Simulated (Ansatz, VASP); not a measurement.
# Hf in VASP and in Ansatz

```
Hf
1.0
     2.89531    0.00000    0.00000
     0.00000    2.89531    0.00000
     0.00000    0.00000    2.89531
Hf
1
Cartesian
  0.0000 0.0000 0.0000
```

Alike in both runs: functional r2SCAN; k mesh 20 × 20 × 20; occupations gaussian, width 0.1 eV; no spin polarisation.

Ansatz relaxed the structure, and its values are those at the end. VASP's run is a single point on that final structure, the one shown.

|  | VASP | Ansatz |
| --- | --- | --- |
| version | VASP 6.6.1 | Ansatz 0.2.0 |
| potentials or method | VASP PAW PBE potentials, release 64 (Hf_pv), cutoff 520 eV | scalar-relativistic, plane waves, PAW |
| valence electrons in the cell | 10 | 26 |

```tsv
	VASP	Ansatz	Ansatz less VASP
gap on the k mesh at the Fermi level (eV)	none	none	-
pressure (GPa)	-0.3	0.0	+0.27
```

VASP's potentials were made for PBE, not for r2SCAN. A gap of «none» marks a metal or a gap that the smearing closes. VASP's potentials hold 10 valence electrons a cell and Ansatz's 26, so a difference there can come from the potentials and not from the codes.

Spin-orbit coupling is off throughout.
